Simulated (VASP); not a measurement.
# Er5Br (P6/mmm) in VASP: notebook

Runs on Er5Br. Level: PBE. Tasks: single point, relaxation of cell and atoms.

All numbers are computed with VASP 6.6.1; they aren't measurements. Logs are shortened: lines on timing, memory, paths and dates and some standing lists are left out, and cuts for length are marked.

### 1 The cell of the first run

Symmetry: P6/mmm, No. 191, hexagonal system. Conventional cell: a = 5.852 Å, b = 5.852 Å, c = 6.236 Å, α = 90.00°, β = 90.00°, γ = 120.00°. Within 4.1 Å of Er (site symmetry -6m2) lie 5 Er at 3.12 to 3.38 Å and 3 Br at 3.38 Å. Er (site symmetry -6m2) has 8 Er at 3.12 to 3.38 Å within 4.1 Å. Within 4.1 Å of Er (site symmetry 6/mmm) lie 2 Br at 3.12 Å and 6 Er at 3.38 Å. Within 4.1 Å of Br (site symmetry 6/mmm) lie 8 Er at 3.12 to 3.38 Å.

The cell was generated, and may not be a known phase.

### 2 Single point, PBE

Input file INCAR:

```
SYSTEM = Er5Br
PREC = Accurate ; ENCUT = 500
EDIFF = 1E-6 ; ISMEAR = 0
SIGMA = 0.1 ; LREAL = .FALSE.
LASPH = .TRUE. ; NELM = 200
ALGO = Normal ; ISIF = 2
LWAVE = .FALSE. ; LCHARG = .TRUE.
GGA = PE ; LELF = .TRUE.
LVHAR = .TRUE. ; NBANDS = 35
GGA_COMPAT = .FALSE. ; LMAXMIX = 6
```

Input file KPOINTS:

```
regular mesh
0
G
  3 3 4
  0 0 0
```

Input file POSCAR:

```
Er5Br
1.0
    5.8524816295      0.0000000000      0.0000000000
   -2.9262408148      5.0683977663      0.0000000000
    0.0000000000      0.0000000000      6.2358400753
Er Br
5 1
Direct
    0.3333333333      0.6666666667      0.0000000000
    0.6666666667      0.3333333333      0.0000000000
    0.3333333333      0.6666666667      0.5000000000
    0.6666666667      0.3333333333      0.5000000000
    0.0000000000      0.0000000000      0.5000000000
    0.0000000000      0.0000000000      0.0000000000
```

Potentials or basis: VASP PAW PBE potentials, release 64 (Er_3, Br), 4f in core.

Launch:

```sh
cat potpaw_PBE.64/Er_3/POTCAR potpaw_PBE.64/Br/POTCAR > POTCAR
mpirun -np 1 vasp_std > vasp.out
```

OUTCAR:

```text
SYSTEM = Er5Br
   PREC = Accurate
   ENCUT = 500
   EDIFF = 1E-6
   ISMEAR = 0
   LREAL = .FALSE.
   LASPH = .TRUE.
   NELM = 200
   ISIF = 2
   GGA = PE

 ion  position               nearest neighbor table
   1  0.333  0.667  0.000-   3 3.12   3 3.12   2 3.38   2 3.38   2 3.38
   2  0.667  0.333  0.000-   4 3.12   4 3.12   1 3.38   1 3.38   1 3.38
   3  0.333  0.667  0.500-   1 3.12   1 3.12   4 3.38   4 3.38   5 3.38   5 3.38   5 3.38   4 3.38

   4  0.667  0.333  0.500-   2 3.12   2 3.12   3 3.38   3 3.38   5 3.38   5 3.38   5 3.38   3 3.38

   5  0.000  0.000  0.500-   6 3.12   6 3.12   3 3.38   4 3.38   4 3.38   3 3.38   4 3.38   3 3.38

   6  0.000  0.000  0.000-   5 3.12   5 3.12

  LATTYP: Found a hexagonal cell.
 ALAT       =     5.8524816295
 C/A-ratio  =     1.0655035710

  Lattice vectors:

 A1 = (   5.8524816295,   0.0000000000,   0.0000000000)
 A2 = (  -2.9262408148,   5.0683977663,   0.0000000000)
 A3 = (   0.0000000000,   0.0000000000,   6.2358400753)

Analysis of symmetry for initial positions (statically):
=====================================================================
 Subroutine PRICEL returns:
 Original cell was already a primitive cell.

 Routine SETGRP: Setting up the symmetry group for a
 hexagonal supercell.

 Subroutine GETGRP returns: Found 24 space group operations
 (whereof 24 operations were pure point group operations)
 out of a pool of 24 trial point group operations.

The static configuration has the point symmetry D_6h.

Analysis of symmetry for dynamics (positions and initial velocities):
=====================================================================
 Subroutine PRICEL returns:
 Original cell was already a primitive cell.

 Routine SETGRP: Setting up the symmetry group for a
 hexagonal supercell.

 Subroutine GETGRP returns: Found 24 space group operations
 (whereof 24 operations were pure point group operations)
 out of a pool of 24 trial point group operations.

The dynamic configuration has the point symmetry D_6h.

 Subroutine INISYM returns: Found 24 space group operations
 (whereof 24 operations are pure point group operations),
 and found     1 'primitive' translations

----------------------------------------------------------------------------------------

                                     Primitive cell

  volume of cell :     184.9719

  direct lattice vectors                    reciprocal lattice vectors
     5.852481629  0.000000000  0.000000000     0.170867687  0.098650505  0.000000000
    -2.926240815  5.068397766  0.000000000     0.000000000  0.197301010  0.000000000
     0.000000000  0.000000000  6.235840075     0.000000000  0.000000000  0.160363317

  length of vectors
     5.852481629  5.852481630  6.235840075     0.197301010  0.197301010  0.160363317

  position of ions in fractional coordinates (direct lattice)
     0.333333333  0.666666667  0.000000000
     0.666666667  0.333333333  0.000000000
     0.333333333  0.666666667  0.500000000
     0.666666667  0.333333333  0.500000000
     0.000000000  0.000000000  0.500000000
     0.000000000  0.000000000  0.000000000

  ion indices of the primitive-cell ions
   primitive index   ion index
                 1           1
                 2           2
                 3           3
                 4           4
                 5           5
                 6           6

----------------------------------------------------------------------------------------

 KPOINTS: regular mesh

Automatic generation of k-mesh.
 Grid dimensions read from file:
 generate k-points for:    3    3    4

 Generating k-lattice:

  Cartesian coordinates                     Fractional coordinates (reciprocal lattice)
     0.056955896  0.032883502  0.000000000     0.333333333  0.000000000  0.000000000
     0.000000000  0.065767003  0.000000000     0.000000000  0.333333333  0.000000000
     0.000000000  0.000000000  0.040090829     0.000000000  0.000000000  0.250000000

  Length of vectors
     0.065767003  0.065767003  0.040090829

  Shift w.r.t. Gamma in fractional coordinates (k-lattice)
     0.000000000  0.000000000  0.000000000

 Subroutine IBZKPT returns following result:
 ===========================================

 Found      9 irreducible k-points:

 Following reciprocal coordinates:
            Coordinates               Weight
  0.000000  0.000000  0.000000      1.000000
  0.333333  0.000000  0.000000      6.000000
  0.333333  0.333333  0.000000      2.000000
  0.000000  0.000000  0.250000      2.000000
  0.333333  0.000000  0.250000     12.000000
  0.333333  0.333333  0.250000      4.000000
  0.000000  0.000000  0.500000      1.000000
  0.333333  0.000000  0.500000      6.000000
  0.333333  0.333333  0.500000      2.000000
   k-points           NKPTS =      9   k-points in BZ     NKDIM =      9   number of bands    NBANDS=     35
   number of dos      NEDOS =    301   number of ions     NIONS =      6
   total plane-waves  NPLWV = 110592
   dimension x,y,z NGX =    48 NGY =   48 NGZ =   48
   dimension x,y,z NGXF=    96 NGYF=   96 NGZF=   96
   ions per type =               5   1
   NGX,Y,Z   is equivalent  to a cutoff of  13.63, 13.63, 12.80 a.u.
   NGXF,Y,Z  is equivalent  to a cutoff of  27.27, 27.27, 25.59 a.u.
 SYSTEM =  Er5Br
   PREC   = accura    normal or accurate (medium, high low for compatibility)
   ISTART =      0    job   : 0-new  1-cont  2-samecut
   ICHARG =      2    charge: 1-file 2-atom 10-const
   ISPIN  =      1    spin polarized calculation?
   LNONCOLLINEAR =      F non collinear calculations
   LSORBIT =      F    spin-orbit coupling
   LASPH  =      T    aspherical Exc in radial PAW
   ENCUT  =  500.0 eV  36.75 Ry    6.06 a.u.  10.67 10.67 11.37*2*pi/ulx,y,z
   NELM   =    200;   NELMIN=  2; NELMDL= -5     # of ELM steps
   EDIFF  = 0.1E-05   stopping-criterion for ELM
   LREAL  =      F    real-space projection
[... 7 lines left out ...]
   TEBEG  =    0.0;   TEEND  =   0.0 temperature during run
   PSTRESS=    0.0 pullay stress
   NELECT =      52.0000    total number of electrons
   NUPDOWN=      -1.0000    fix difference up-down
   EMIN   =  10.00;   EMAX   =-10.00  energy-range for DOS
   EFERMI =   0.00;   METHOD = LEGACY
   ISMEAR =     0;   SIGMA  =   0.10  broadening in eV -4-tet -1-fermi 0-gaus
   EFERMI_NEDOS =   21; number of points for ismear=-14 and -15
   IALGO  =     38    algorithm
   IMIX   =      4    mixing-type and parameters
     AMIX     =   0.40;   BMIX     =  1.00
     AMIX_MAG =   1.60;   BMIX_MAG =  1.00
  volume/ion in A,a.u.               =      30.83       208.04
  Fermi-wavevector in a.u.,A,eV,Ry     =   1.072443  2.026623 15.648510  1.150133
  Thomas-Fermi vector in A             =   2.208213
   LORBIT       =      0    0 simple, 1 ext, 2 COOP (PROOUT), +10 PAW based schemes
   GGA     = PE    functional components
   LHFCALC =     F    Hartree Fock is set to
   AEXX    =    0.0000 exact exchange contribution
   IVDW    =     0    specifies the selected vdW correction
   LEPSILON=     F    determine dielectric tensor
   LRPA    =     F    only Hartree local field effects (RPA)
 non-spin polarized calculation
 Gauss-broadening in eV      SIGMA  =   0.10
  energy-cutoff  :      500.00
  volume of cell :      184.97
 maximum number of plane-waves:      4763
 NGX is ok and might be reduce to    48
   NGX = 21   NGY = 21   NGZ = 23

 number of electron      51.9999997 magnetization

 Free energy of the ion-electron system (eV)
  ---------------------------------------------------
  ext. energy  EPLUGINS =         0.00000000
  ---------------------------------------------------
  free energy    TOTEN  =       -22.93092796 eV

  energy without entropy =      -22.85460179  energy(sigma->0) =      -22.89276488

 E-fermi :   3.2244     XC(G=0):  -9.6164

 val. band max:        3.2190223949   @ k =   0.0000   0.0000   0.0000
 cond. band min:       3.2347996259   @ k =   0.0000   0.0000   0.2500
 fundamental gap:      0.0157772310
 Fermi energy:         3.2244299419

 k-point     1 :       0.0000    0.0000    0.0000
  band No.  band energies     occupation
      1     -22.3803      2.00000
      2     -22.3419      2.00000
      3     -22.3419      2.00000
      4     -22.2905      2.00000
      5     -22.1766      2.00000
      6     -22.0788      2.00000
[... 27 lines left out ...]
     34       4.8656      0.00000
     35       5.2630      0.00000

 k-point     2 :       0.3333    0.0000    0.0000
  band No.  band energies     occupation
      1     -22.3622      2.00000
      2     -22.3588      2.00000
      3     -22.3085      2.00000
      4     -22.2972      2.00000
      5     -22.1793      2.00000
      6     -22.1052      2.00000
[... 27 lines left out ...]
     34       4.9864      0.00000
     35       5.2323      0.00000

 k-point     3 :       0.3333    0.3333    0.0000
  band No.  band energies     occupation
      1     -22.3814      2.00000
      2     -22.3326      2.00000
      3     -22.3326      2.00000
      4     -22.2027      2.00000
      5     -22.2027      2.00000
      6     -22.1810      2.00000
[... 27 lines left out ...]
     34       5.4542      0.00000
     35       5.6963      0.00000

 k-point     4 :       0.0000    0.0000    0.2500
  band No.  band energies     occupation
      1     -22.3402      2.00000
      2     -22.3402      2.00000
      3     -22.2939      2.00000
      4     -22.2082      2.00000
      5     -22.1786      2.00000
      6     -22.0735      2.00000
[... 27 lines left out ...]
     34       4.9512      0.00000
     35       5.6888      0.00000

 k-point     5 :       0.3333    0.0000    0.2500
  band No.  band energies     occupation
      1     -22.3596      2.00000
      2     -22.2960      2.00000
      3     -22.2732      2.00000
      4     -22.2253      2.00000
      5     -22.1810      2.00000
      6     -22.1033      2.00000
[... 27 lines left out ...]
     34       5.2358      0.00000
     35       5.2653      0.00000

 k-point     6 :       0.3333    0.3333    0.2500
  band No.  band energies     occupation
      1     -22.3805      2.00000
      2     -22.2481      2.00000
      3     -22.2481      2.00000
      4     -22.2002      2.00000
      5     -22.2002      2.00000
      6     -22.1822      2.00000
[... 27 lines left out ...]
     34       5.9589      0.00000
     35       6.1086      0.00000

 k-point     7 :       0.0000    0.0000    0.5000
  band No.  band energies     occupation
      1     -22.3385      2.00000
      2     -22.3385      2.00000
      3     -22.1887      2.00000
      4     -22.1760      2.00000
      5     -22.1047      2.00000
      6     -22.0654      2.00000
[... 27 lines left out ...]
     34       5.3813      0.00000
     35       5.4436      0.00000

 k-point     8 :       0.3333    0.0000    0.5000
  band No.  band energies     occupation
      1     -22.3570      2.00000
      2     -22.2946      2.00000
      3     -22.1863      2.00000
      4     -22.1618      2.00000
      5     -22.1201      2.00000
      6     -22.1015      2.00000
[... 27 lines left out ...]
     34       5.1757      0.00000
     35       5.5066      0.00000

 k-point     9 :       0.3333    0.3333    0.5000
  band No.  band energies     occupation
      1     -22.3796      2.00000
      2     -22.1977      2.00000
      3     -22.1977      2.00000
      4     -22.1834      2.00000
      5     -22.1419      2.00000
      6     -22.1419      2.00000
[... 27 lines left out ...]
     34       5.3677      0.00000
     35       5.3965      0.00000

------------------------ aborting loop because EDIFF is reached ----------------------------------------

  FORCE on cell =-STRESS in cart. coord.  units (eV):
  Direction    XX          YY          ZZ          XY          YZ          ZX
  --------------------------------------------------------------------------------------
  -------------------------------------------------------------------------------------
  Total        0.1464857      0.1464857      0.2758943     -0.0000000      0.0000000      0.0000000
  in kB        1.2688205      1.2688205      2.3897233     -0.0000000      0.0000000      0.0000000
  external PRESSURE =       1.6424548 kB  Pullay stress =       0.0000000 kB

 VOLUME and BASIS-vectors are now :
 -----------------------------------------------------------------------------
  energy-cutoff  :      500.00
  volume of cell :      184.97
      direct lattice vectors                 reciprocal lattice vectors
     5.852481629  0.000000000  0.000000000     0.170867687  0.098650505  0.000000000
    -2.926240815  5.068397766  0.000000000     0.000000000  0.197301010  0.000000000
     0.000000000  0.000000000  6.235840075     0.000000000  0.000000000  0.160363317

 POSITION                                       TOTAL-FORCE (eV/Angst)
 -----------------------------------------------------------------------------------
     -0.00000      3.37893      0.00000         0.000000      0.000000      0.000000
      2.92624      1.68947      0.00000        -0.000000      0.000000      0.000000
     -0.00000      3.37893      3.11792        -0.000000      0.000000      0.000000
      2.92624      1.68947      3.11792         0.000000      0.000000     -0.000000
      0.00000      0.00000      3.11792         0.000000      0.000000      0.000000
      0.00000      0.00000      0.00000        -0.000000      0.000000      0.000000
 -----------------------------------------------------------------------------------
    total drift:                               -0.000000      0.000000      0.000000

  FREE ENERGIE OF THE ION-ELECTRON SYSTEM (eV)
  ---------------------------------------------------
  free  energy   TOTEN  =       -22.9309279569 eV

  energy  without entropy=      -22.8546017934  energy(sigma->0) =      -22.89276488
```

Run time: 86 s. Hardware: 1 thread of Intel Xeon Platinum 8375C at 2.90GHz (Ice Lake), shared host; peak memory 0.32 GiB.

Results:

```
Free energy            : -22.9309 eV
Pressure               : 0.2 GPa
Band gap on the k mesh : zero (bands 26 and 27 overlap by 0.50 eV)
```

Caveat: the k points lie up to 0.41 Å⁻¹ apart; spin-orbit coupling is left out, which moves the levels of the heavy elements; the 4f electrons are frozen in the core, so they carry no moment and show no levels; the run has no spin polarisation, though such a crystal can be magnetic. Spin polarisation is off, so any magnetic state and its effect on volume and gap are missing.

### 3 Single point, PBE

This run uses another cell than the first one, of 26.28 Å³/atom.

Input file INCAR:

```
ALGO = Normal
EDIFF = 1E-6
ENCUT = 500
GGA = PE
GGA_COMPAT = F
ISIF = 2
ISMEAR = 0
LASPH = T
LCHARG = F
LMAXMIX = 6
LREAL = F
LWAVE = F
NBANDS = 35
NELM = 200
PREC = Accurate
SIGMA = 0.1
```

Input file KPOINTS:

```
k-points
0
Gamma
  6 6 2
```

Input file POSCAR:

```
Er5Br
1.0
    4.3243203600      0.0000000000      0.0000000000
   -2.1621601800      3.7449712900      0.0000000000
    0.0000000000      0.0000000000      9.7373119600
Er Br
5 1
Direct
    0.3333333300      0.6666666700      0.0000000000
    0.6666666700      0.3333333300      0.0000000000
    0.3333333300      0.6666666700      0.5000000000
    0.6666666700      0.3333333300      0.5000000000
    0.0000000000      0.0000000000      0.5000000000
    0.0000000000      0.0000000000      0.0000000000
```

Potentials or basis: VASP PAW PBE potentials, release 64 (Er_3, Br), 4f in core.

Launch:

```sh
cat potpaw_PBE.64/Er_3/POTCAR potpaw_PBE.64/Br/POTCAR > POTCAR
mpirun -np 1 vasp_std > vasp.out
```

Wall time 95 s (1 thread of Intel Xeon Platinum 8375C at 2.90GHz (Ice Lake), shared host); peak memory 0.28 GiB.

Results (log left out):

```yaml
Free_energy: -4.4403 eV
Pressure: 40.4 GPa
Band_gap_on_the_k_mesh: zero (bands 26 and 27 overlap by 1.29 eV)
```

Stress tensor (GPa, compression positive):
```
64.34  0.00  0.00
 0.00 64.34  0.00
 0.00  0.00 -7.47
```

Levels at points of the mesh, in eV from the Fermi level:
```
           k point  band 22  band 23  band 24  band 25  band 26  band 27  band 28  band 29
(0.00, 0.00, 0.00)     0.08     0.08     0.39     0.47     0.72     0.72     0.79     0.79
(0.50, 0.00, 0.00)    -1.79    -1.26    -0.33     0.01     0.13     0.33     1.14     1.15
(0.00, 0.00, 0.50)    -0.89     0.10     0.10     0.73     0.73     0.75     0.75     1.77
(0.50, 0.00, 0.50)    -1.78    -1.33    -0.23    -0.02     0.13     0.49     1.14     1.15
```

Caveat: the stress differs along the axes, from -7 to 64 GPa; spin-orbit coupling is left out, which moves the levels of the heavy elements; the 4f electrons are frozen in the core, so they carry no moment and show no levels; the run has no spin polarisation, though such a crystal can be magnetic. Spin polarisation is off, so any magnetic state and its effect on volume and gap are missing.

(Continued in part 2 of 2.)

The gap in the log of VASP goes by the Fermi energy; the results here count the filled bands.